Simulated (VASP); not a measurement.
A run of VASP 6.6.1:

POSCAR

```
TiO2
1.0
    4.5998373239      0.0000000000      0.0000000000
    0.0000000000      4.5998373239      0.0000000000
    0.0000000000      0.0000000000      2.9592135600
Ti O
2 4
Direct
    0.0000000000      0.0000000000      0.5000000000
    0.5000000000      0.5000000000      0.0000000000
    0.3043213200      0.3043213200      0.5000000000
    0.1956786800      0.8043213200      0.0000000000
    0.8043213200      0.1956786800      0.0000000000
    0.6956786800      0.6956786800      0.5000000000
```

File INCAR.step1:

```
SYSTEM = TiO2
PREC = Accurate
ENCUT = 520
EDIFF = 1E-5
ISMEAR = 0
SIGMA = 0.01
LREAL = .FALSE.
LASPH = .TRUE.
NELM = 120
ALGO = Normal
ISIF = 2
LWAVE = .TRUE.
LCHARG = .FALSE.
NBANDS = 33
GGA = PE
GGA_COMPAT = .FALSE.
KPAR = 4
```

File INCAR.step2:

```
SYSTEM = TiO2
PREC = Accurate
ENCUT = 520
EDIFF = 1E-6
ISMEAR = 0
SIGMA = 0.01
LREAL = .FALSE.
LASPH = .TRUE.
NELM = 120
ALGO = Normal
ISIF = 2
LWAVE = .FALSE.
LCHARG = .FALSE.
GGA = PE
LHFCALC = .TRUE.
HFSCREEN = 0.2079
PRECFOCK = Normal
NBANDS = 33
ISTART = 1
GGA_COMPAT = .FALSE.
KPAR = 4
```

KPOINTS

```
regular mesh
0
G
  4 4 4
  0 0 0
```

Potentials or basis: VASP PAW PBE potentials, release 64 (Ti_sv, O).

Launch:

```bash
$ cat potpaw_PBE.64/Ti_sv/POTCAR potpaw_PBE.64/O/POTCAR > POTCAR
$ cp INCAR.step1 INCAR
$ mpirun -np 4 vasp_std > vasp.out
$ cp INCAR.step2 INCAR
$ mpirun -np 4 vasp_std > vasp.out
```

Hardware: 4 MPI ranks on Intel(R) Xeon(R) Platinum 8175M CPU @ 2.50GHz (Skylake/Cascade Lake) (shared host).

Task: Estimate the wall time of this run.

Result: Run time: 50 min on 4 MPI ranks on Intel(R) Xeon(R) Platinum 8175M CPU @ 2.50GHz (Skylake/Cascade Lake) (shared host), peak memory 0.31 GiB a rank. Counts: k points 18.
